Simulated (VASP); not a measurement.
# P (I4_1/amd) in VASP: a series of runs

The runs below take P through single point, with PBE.

All numbers are computed with VASP 6.6.1; they aren't measurements. Logs are shortened: lines on timing, memory, paths and dates and some standing lists are left out, and cuts for length are marked.

### 1 The cell of the first run

It takes space group I4_1/amd (No. 141, tetragonal). Conventional cell: a = 4.095 Å, b = 4.095 Å, c = 2.155 Å, α = 90.00°, β = 90.00°, γ = 90.00°. Within 2.8 Å of P (site symmetry -4m2) lie 10 P at 2.12 to 2.61 Å.

### 2 Single point, PBE

INCAR reads:

```
ALGO = Normal ; EDIFF = 1E-6
ENCUT = 520 ; GGA = PE
ISIF = 2 ; ISMEAR = -1
LASPH = T ; LCHARG = F
LREAL = F ; LWAVE = F
NBANDS = 12 ; NELM = 60
PREC = Accurate ; SIGMA = 0.1
```

KPOINTS reads:

```
k-points
0
Gamma
  18 18 18
```

POSCAR reads:

```
P
1.0
   -2.0473284429      2.0473284429      1.0774028472
    2.0473284429     -2.0473284429      1.0774028472
    2.0473284429      2.0473284429     -1.0774028472
P
2
Direct
   -0.3750000000     -0.1250000000     -0.2500000000
    0.3750000000      0.1250000000      0.2500000000
```

Potentials or basis: VASP PAW PBE potentials, release 64 (P).

Launch:

```
> cat potpaw_PBE.64/P/POTCAR > POTCAR
> mpirun -np 1 vasp_std > vasp.out
```

OUTCAR:

```text
EDIFF = 1E-6
   ENCUT = 520
   GGA = PE
   ISIF = 2
   ISMEAR = -1
   LASPH = T
   LREAL = F
   NELM = 60
   PREC = Accurate

 ion  position               nearest neighbor table
   1  0.625  0.875  0.750-   2 2.12   2 2.12   2 2.12   2 2.12   2 2.61   2 2.61   2 2.61   2 2.61

   2  0.375  0.125  0.250-   1 2.12   1 2.12   1 2.12   1 2.12   1 2.61   1 2.61   1 2.61   1 2.61

  LATTYP: Found a body centered tetragonal cell.
 ALAT       =     4.0946568858
 C/A-ratio  =     0.5262481704

  Lattice vectors:

 A1 = (  -2.0473284429,   2.0473284429,   1.0774028472)
 A2 = (   2.0473284429,  -2.0473284429,   1.0774028472)
 A3 = (   2.0473284429,   2.0473284429,  -1.0774028472)

Analysis of symmetry for initial positions (statically):
=====================================================================
 Subroutine PRICEL returns:
 Original cell was already a primitive cell.

 Routine SETGRP: Setting up the symmetry group for a
 body centered tetragonal supercell.

 Subroutine GETGRP returns: Found 16 space group operations
 (whereof  4 operations were pure point group operations)
 out of a pool of 16 trial point group operations.

The static configuration has the point symmetry C_2h.
 The point group associated with its full space group is D_4h.

Analysis of symmetry for dynamics (positions and initial velocities):
=====================================================================
 Subroutine PRICEL returns:
 Original cell was already a primitive cell.

 Routine SETGRP: Setting up the symmetry group for a
 body centered tetragonal supercell.

 Subroutine GETGRP returns: Found 16 space group operations
 (whereof  4 operations were pure point group operations)
 out of a pool of 16 trial point group operations.

The dynamic configuration has the point symmetry C_2h.
 The point group associated with its full space group is D_4h.

 Subroutine INISYM returns: Found 16 space group operations
 (whereof  4 operations are pure point group operations),
 and found     1 'primitive' translations

----------------------------------------------------------------------------------------

                                     Primitive cell

  volume of cell :      18.0640

  direct lattice vectors                    reciprocal lattice vectors
    -2.047328443  2.047328443  1.077402847     0.000000000  0.244220707  0.464078967
     2.047328443 -2.047328443  1.077402847     0.244220707  0.000000000  0.464078967
     2.047328443  2.047328443 -1.077402847     0.244220707  0.244220707  0.000000000

  length of vectors
     3.089321026  3.089321026  3.089321026     0.524416858  0.524416858  0.345380236

  position of ions in fractional coordinates (direct lattice)
     0.625000000  0.875000000  0.750000000
     0.375000000  0.125000000  0.250000000

  ion indices of the primitive-cell ions
   primitive index   ion index
                 1           1
                 2           2

----------------------------------------------------------------------------------------

 KPOINTS: k-points

Automatic generation of k-mesh.
 Grid dimensions read from file:
 generate k-points for:   18   18   18

 Generating k-lattice:

  Cartesian coordinates                     Fractional coordinates (reciprocal lattice)
     0.000000000  0.013567817  0.025782165     0.055555556  0.000000000  0.000000000
     0.013567817  0.000000000  0.025782165     0.000000000  0.055555556  0.000000000
     0.013567817  0.013567817  0.000000000     0.000000000  0.000000000  0.055555556

  Length of vectors
     0.029134270  0.029134270  0.019187791

  Shift w.r.t. Gamma in fractional coordinates (k-lattice)
     0.000000000  0.000000000  0.000000000

 Subroutine IBZKPT returns following result:
 ===========================================

 Found    480 irreducible k-points:

 Following reciprocal coordinates:
            Coordinates               Weight
  0.000000  0.000000  0.000000      1.000000
  0.055556 -0.000000  0.000000      8.000000
  0.111111 -0.000000  0.000000      8.000000
  0.166667 -0.000000  0.000000      8.000000
  0.222222  0.000000  0.000000      8.000000
  0.277778  0.000000  0.000000      8.000000
[... 16 lines left out ...]
 -0.277778  0.055556  0.000000     16.000000
 -0.222222  0.055556  0.000000     16.000000
 [... further k-points ...]
   k-points           NKPTS =    480   k-points in BZ     NKDIM =    480   number of bands    NBANDS=     12
   number of dos      NEDOS =    301   number of ions     NIONS =      2
   total plane-waves  NPLWV =  13824
   dimension x,y,z NGX =    24 NGY =   24 NGZ =   24
   dimension x,y,z NGXF=    48 NGYF=   48 NGZF=   48
   ions per type =               2
   NGX,Y,Z   is equivalent  to a cutoff of  12.92, 12.92, 12.92 a.u.
   NGXF,Y,Z  is equivalent  to a cutoff of  25.83, 25.83, 25.83 a.u.
 SYSTEM =  unknown system
   PREC   = accura    normal or accurate (medium, high low for compatibility)
   ISTART =      0    job   : 0-new  1-cont  2-samecut
   ICHARG =      2    charge: 1-file 2-atom 10-const
   ISPIN  =      1    spin polarized calculation?
   LNONCOLLINEAR =      F non collinear calculations
   LSORBIT =      F    spin-orbit coupling
   LASPH  =      T    aspherical Exc in radial PAW
   ENCUT  =  520.0 eV  38.22 Ry    6.18 a.u.   5.74  5.74  5.74*2*pi/ulx,y,z
   NELM   =     60;   NELMIN=  2; NELMDL= -5     # of ELM steps
   EDIFF  = 0.1E-05   stopping-criterion for ELM
   LREAL  =      F    real-space projection
   EDIFFG = 0.1E-04   stopping-criterion for IOM
   NSW    =      0    number of steps for IOM
   IBRION =     -1    ionic relax: 0-MD 1-quasi-New 2-CG
   NFREE  =      0    steps in history (QN), initial steepest desc. (CG)
   ISIF   =      2    stress and relaxation
   ISYM   =      2    0-nonsym 1-usesym 2-fastsym
   POTIM  = 0.5000    time-step for ionic-motion
   TEBEG  =    0.0;   TEEND  =   0.0 temperature during run
   PSTRESS=    0.0 pullay stress
   NELECT =      10.0000    total number of electrons
   NUPDOWN=      -1.0000    fix difference up-down
   EMIN   =  10.00;   EMAX   =-10.00  energy-range for DOS
   EFERMI =   0.00;   METHOD = LEGACY
   ISMEAR =    -1;   SIGMA  =   0.10  broadening in eV -4-tet -1-fermi 0-gaus
   EFERMI_NEDOS =   21; number of points for ismear=-14 and -15
   IALGO  =     38    algorithm
   IMIX   =      4    mixing-type and parameters
     AMIX     =   0.40;   BMIX     =  1.00
     AMIX_MAG =   1.60;   BMIX_MAG =  1.00
  volume/ion in A,a.u.               =       9.03        60.95
  Fermi-wavevector in a.u.,A,eV,Ry     =   1.344220  2.540208 24.584751  1.806928
  Thomas-Fermi vector in A             =   2.472231
   LORBIT       =      0    0 simple, 1 ext, 2 COOP (PROOUT), +10 PAW based schemes
   GGA     = PE    functional components
   LHFCALC =     F    Hartree Fock is set to
   AEXX    =    0.0000 exact exchange contribution
   IVDW    =     0    specifies the selected vdW correction
   LEPSILON=     F    determine dielectric tensor
   LRPA    =     F    only Hartree local field effects (RPA)
 non-spin polarized calculation
  energy-cutoff  :      520.00
  volume of cell :       18.06
 maximum number of plane-waves:       498
   NGX = 11   NGY = 11   NGZ = 11

 number of electron      10.0000001 magnetization

 Free energy of the ion-electron system (eV)
  ---------------------------------------------------
  ext. energy  EPLUGINS =         0.00000000
  ---------------------------------------------------
  free energy    TOTEN  =        -7.05286279 eV

  energy without entropy =       -7.03163771  energy(sigma->0) =       -7.04225025

 E-fermi :  18.0780     XC(G=0): -13.5778

 val. band max:       18.0759395270   @ k =   0.1667   0.1111   0.0556
 cond. band min:      18.0824420633   @ k =   0.1667   0.1111   0.1111
 fundamental gap:      0.0065025364
 Fermi energy:        18.0779912610

 k-point     1 :       0.0000    0.0000    0.0000
  band No.  band energies     occupation
      1      -4.4577      2.00000
      2      10.4766      2.00000
      3      10.4766      2.00000
      4      11.9194      2.00000
      5      15.6423      2.00000
      6      24.3364      0.00000
      7      26.6366      0.00000
      8      26.6366      0.00000
      9      27.4650      0.00000
     10      29.5206      0.00000
     11      30.4740      0.00000
     12      34.3510      0.00000

 k-point     2 :       0.0556   -0.0000    0.0000
  band No.  band energies     occupation
      1      -4.3368      2.00000
      2      10.1814      2.00000
      3      10.4267      2.00000
      4      12.4100      2.00000
      5      15.9189      2.00000
      6      23.8286      0.00000
      7      25.9450      0.00000
      8      26.6278      0.00000
      9      27.0630      0.00000
     10      29.2383      0.00000
     11      30.7328      0.00000
     12      32.1222      0.00000

 k-point     3 :       0.1111   -0.0000    0.0000
  band No.  band energies     occupation
      1      -3.9746      2.00000
      2       9.7553      2.00000
      3      10.3274      2.00000
      4      13.4055      2.00000
      5      16.6952      2.00000
      6      22.7248      0.00000
      7      23.8028      0.00000
      8      26.3801      0.00000
      9      26.5921      0.00000
     10      27.5361      0.00000
     11      29.8175      0.00000
     12      30.8293      0.00000
[... 286 lines left out ...]
 k-point    23 :      -0.2778    0.0556    0.0000
  band No.  band energies     occupation
      1      -2.2741      2.00000
      2       8.3203      2.00000
      3      10.2613      2.00000
      4      15.6976      2.00000
      5      18.7203      0.00324
      6      19.3641      0.00001
      7      20.4737      0.00000
      8      22.9441      0.00000
      9      23.8482      0.00000
     10      26.1274      0.00000
     11      29.0562      0.00000
     12      32.6187      0.00000

 k-point    24 :      -0.2222    0.0556    0.0000
  band No.  band energies     occupation
      1      -3.1649      2.00000
      2       8.3525      2.00000
      3      10.2074      2.00000
      4      15.2662      2.00000
      5      18.8637      0.00077
      6      20.4865      0.00000
      7      20.8872      0.00000
      8      24.4329      0.00000
      9      25.3969      0.00000
     10      27.0796      0.00000
     11      29.0951      0.00000
     12      31.8678      0.00000

 [... further k-points ...]

------------------------ aborting loop because EDIFF is reached ----------------------------------------

  FORCE on cell =-STRESS in cart. coord.  units (eV):
  Direction    XX          YY          ZZ          XY          YZ          ZX
  --------------------------------------------------------------------------------------
  -------------------------------------------------------------------------------------
  Total       13.3402702     13.3402702     13.3433345     -0.0000000      0.0000000      0.0000000
  in kB     1183.2106195   1183.2106195   1183.4824010     -0.0000000      0.0000000      0.0000000
  external PRESSURE =    1183.3012133 kB  Pullay stress =       0.0000000 kB

 VOLUME and BASIS-vectors are now :
 -----------------------------------------------------------------------------
  energy-cutoff  :      520.00
  volume of cell :       18.06
      direct lattice vectors                 reciprocal lattice vectors
    -2.047328443  2.047328443  1.077402847     0.000000000  0.244220707  0.464078967
     2.047328443 -2.047328443  1.077402847     0.244220707  0.000000000  0.464078967
     2.047328443  2.047328443 -1.077402847     0.244220707  0.244220707  0.000000000

 POSITION                                       TOTAL-FORCE (eV/Angst)
 -----------------------------------------------------------------------------------
      2.04733      1.02366      0.80805         0.000000      0.000000     -0.000000
     -0.00000      1.02366      0.26935        -0.000000     -0.000000      0.000000
 -----------------------------------------------------------------------------------
    total drift:                                0.000000      0.000000      0.000000

  FREE ENERGIE OF THE ION-ELECTRON SYSTEM (eV)
  ---------------------------------------------------
  free  energy   TOTEN  =        -7.0528627859 eV

  energy  without entropy=       -7.0316377058  energy(sigma->0) =       -7.04225025
```

It took 1.7 min on 1 thread of Intel Xeon 8259CL, shared host; peak memory 0.2 GiB.

Results:

| Item | Value |
| --- | --- |
| Free energy | -7.0529 eV |
| Pressure | 118.3 GPa |
| Band gap on the k mesh | zero (bands 5 and 6 overlap by 8.39 eV) |

Levels at points of the mesh, in eV from the Fermi level:
```csv
k point,band 2,band 3,band 4,band 5,band 6,band 7,band 8,band 9
"(0.00, 0.00, 0.00)",-7.60,-7.60,-6.16,-2.44,6.26,8.56,8.56,9.39
"(0.50, 0.00, 0.00)",-12.93,-6.78,-5.77,-4.85,-2.56,2.93,3.78,8.51
"(0.50, 0.50, 0.00)",-18.36,-3.81,-3.81,-0.60,-0.60,10.00,10.00,10.17
"(0.50, 0.50, 0.50)",-14.91,-13.51,-13.51,5.81,5.81,14.31,14.31,15.12
```

Caveat: the cell stands under pressure.

### 3 Single point, PBE (9.03 Å³/atom)

INCAR reads:

```
SYSTEM = P
PREC = Accurate
ENCUT = 520
EDIFF = 1E-6
ISMEAR = -1
SIGMA = 0.1
LREAL = .FALSE.
LASPH = .TRUE.
NELM = 100
ALGO = Normal
ISIF = 2
LWAVE = .FALSE.
LCHARG = .TRUE.
GGA = PE
LELF = .TRUE.
LVHAR = .TRUE.
NBANDS = 12
```

KPOINTS reads:

```
Automatic mesh
0
G
  18 18 18
  0 0 0
```

POSCAR is that of step 2.

Potentials or basis: VASP PAW PBE potentials, release 64 (P).

Launch:

```
> cat potpaw_PBE.64/P/POTCAR > POTCAR
> mpirun -np 1 vasp_std > vasp.out
```

OUTCAR:

```text
SYSTEM = P
   PREC = Accurate
   ENCUT = 520
   EDIFF = 1E-6
   ISMEAR = -1
   LREAL = .FALSE.
   LASPH = .TRUE.
   NELM = 100
   ISIF = 2
   GGA = PE

 ion  position               nearest neighbor table
   1  0.625  0.875  0.750-   2 2.12   2 2.12   2 2.12   2 2.12   2 2.61   2 2.61   2 2.61   2 2.61

   2  0.375  0.125  0.250-   1 2.12   1 2.12   1 2.12   1 2.12   1 2.61   1 2.61   1 2.61   1 2.61

  LATTYP: Found a body centered tetragonal cell.
 ALAT       =     4.0946568858
 C/A-ratio  =     0.5262481704

  Lattice vectors:

 A1 = (  -2.0473284429,   2.0473284429,   1.0774028472)
 A2 = (   2.0473284429,  -2.0473284429,   1.0774028472)
 A3 = (   2.0473284429,   2.0473284429,  -1.0774028472)

Analysis of symmetry for initial positions (statically):
=====================================================================
 Subroutine PRICEL returns:
 Original cell was already a primitive cell.

 Routine SETGRP: Setting up the symmetry group for a
 body centered tetragonal supercell.

 Subroutine GETGRP returns: Found 16 space group operations
 (whereof  4 operations were pure point group operations)
 out of a pool of 16 trial point group operations.
[... 177 lines left out ...]
      5      15.6423      2.00000
      6      24.3364      0.00000
      7      26.6366      0.00000
      8      26.6366      0.00000
      9      27.4650      0.00000
     10      29.5206      0.00000
     11      30.4740      0.00000
     12      34.3510      0.00000
[... 331 lines left out ...]
 k-point    24 :      -0.2222    0.0556    0.0000
  band No.  band energies     occupation
      1      -3.1649      2.00000
      2       8.3525      2.00000
      3      10.2074      2.00000
      4      15.2662      2.00000
      5      18.8637      0.00077
      6      20.4865      0.00000
      7      20.8872      0.00000
      8      24.4329      0.00000
      9      25.3969      0.00000
     10      27.0796      0.00000
     11      29.0951      0.00000
     12      31.8678      0.00000

 [... further k-points ...]

------------------------ aborting loop because EDIFF is reached ----------------------------------------

  FORCE on cell =-STRESS in cart. coord.  units (eV):
  Direction    XX          YY          ZZ          XY          YZ          ZX
  --------------------------------------------------------------------------------------
  -------------------------------------------------------------------------------------
  Total       13.3402702     13.3402702     13.3433345     -0.0000000      0.0000000      0.0000000
  in kB     1183.2106195   1183.2106195   1183.4824010     -0.0000000      0.0000000      0.0000000
  external PRESSURE =    1183.3012133 kB  Pullay stress =       0.0000000 kB

 VOLUME and BASIS-vectors are now :
 -----------------------------------------------------------------------------
  energy-cutoff  :      520.00
  volume of cell :       18.06
      direct lattice vectors                 reciprocal lattice vectors
    -2.047328443  2.047328443  1.077402847     0.000000000  0.244220707  0.464078967
     2.047328443 -2.047328443  1.077402847     0.244220707  0.000000000  0.464078967
     2.047328443  2.047328443 -1.077402847     0.244220707  0.244220707  0.000000000

 POSITION                                       TOTAL-FORCE (eV/Angst)
 -----------------------------------------------------------------------------------
      2.04733      1.02366      0.80805         0.000000      0.000000     -0.000000
     -0.00000      1.02366      0.26935        -0.000000     -0.000000      0.000000
 -----------------------------------------------------------------------------------
    total drift:                                0.000000      0.000000      0.000000

  FREE ENERGIE OF THE ION-ELECTRON SYSTEM (eV)
  ---------------------------------------------------
  free  energy   TOTEN  =        -7.0528627859 eV

  energy  without entropy=       -7.0316377058  energy(sigma->0) =       -7.04225025
```

OSZICAR:

```text
N       E                     dE             d eps       ncg     rms          rms(c)
DAV:   1     0.204965097316E+02    0.20497E+02   -0.49608E+03 11552   0.763E+02
DAV:   2    -0.636471868614E+01   -0.26861E+02   -0.25563E+02 15160   0.126E+02
DAV:   3    -0.712234616602E+01   -0.75763E+00   -0.75197E+00 15120   0.180E+01
DAV:   4    -0.712455067946E+01   -0.22045E-02   -0.22030E-02 13620   0.116E+00
DAV:   5    -0.712455735157E+01   -0.66721E-05   -0.66724E-05 14944   0.583E-02    0.145E+01
DAV:   6    -0.707932004081E+01    0.45237E-01   -0.40668E-03 13664   0.420E-01    0.861E+00
DAV:   7    -0.705286433071E+01    0.26456E-01   -0.89002E-03 13884   0.677E-01    0.164E-01
DAV:   8    -0.705286521349E+01   -0.88278E-06   -0.28818E-04 13928   0.127E-01    0.520E-02
DAV:   9    -0.705286262051E+01    0.25930E-05   -0.13522E-05 14028   0.269E-02    0.127E-02
DAV:  10    -0.705286278592E+01   -0.16540E-06   -0.50494E-07  8576   0.509E-03
   1 F= -.70528628E+01 E0= -.70422502E+01  d E =-.212251E-01
```

stdout:

```text
POSCAR found type information on POSCAR P
 POSCAR found :  1 types and       2 ions
 scaLAPACK will be used
 LDA part: xc-table for (Slater+PW92), standard interpolation
 POSCAR, INCAR and KPOINTS ok, starting setup
 FFT: planning ... GRIDC
 FFT: planning ... GRID_SOFT
 FFT: planning ... GRID
 WAVECAR not read
 entering main loop
```

It took 1.9 min on 1 thread of Intel Xeon 8259CL, shared host; peak memory 0.19 GiB.

What came out:

* Free energy: -7.0529 eV
* Pressure: 118.3 GPa
* Band gap on the k mesh: zero (bands 5 and 6 overlap by 8.39 eV)

Caveat: the cell stands under pressure.

[end of part 1 of 2]
